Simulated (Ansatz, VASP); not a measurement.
## One calculation of Au, two programs

```xyz
1
Lattice="2.6685 0.0000 0.0000 0.0000 2.6685 0.0000 0.0000 0.0000 2.6685" Properties=species:S:1:pos:R:3 pbc="T T T"
Au    0.0000    0.0000    0.0000
```

Alike in both runs: functional LDA; k mesh 16 × 16 × 16; occupations fermi-dirac, width 0.05 eV; no spin polarisation.

Ansatz relaxed the structure, and its values are those at the end. VASP's run is a single point on that final structure, the one shown.

```csv
,VASP,Ansatz
version,VASP 6.6.1,Ansatz 0.2.0
potentials or method,"VASP PAW LDA potentials, release 64 (Au), cutoff 520 eV","all-electron LAPW, scalar-relativistic"
```

```csv
,VASP,Ansatz,Ansatz less VASP
pressure (GPa),0.4,0.0,-0.48
```

LDA's correlation is that of Perdew and Zunger in VASP and of Perdew and Wang (1992) in Ansatz. Ansatz ran all-electron here, and VASP with PAW potentials.

Spin-orbit coupling is off throughout.
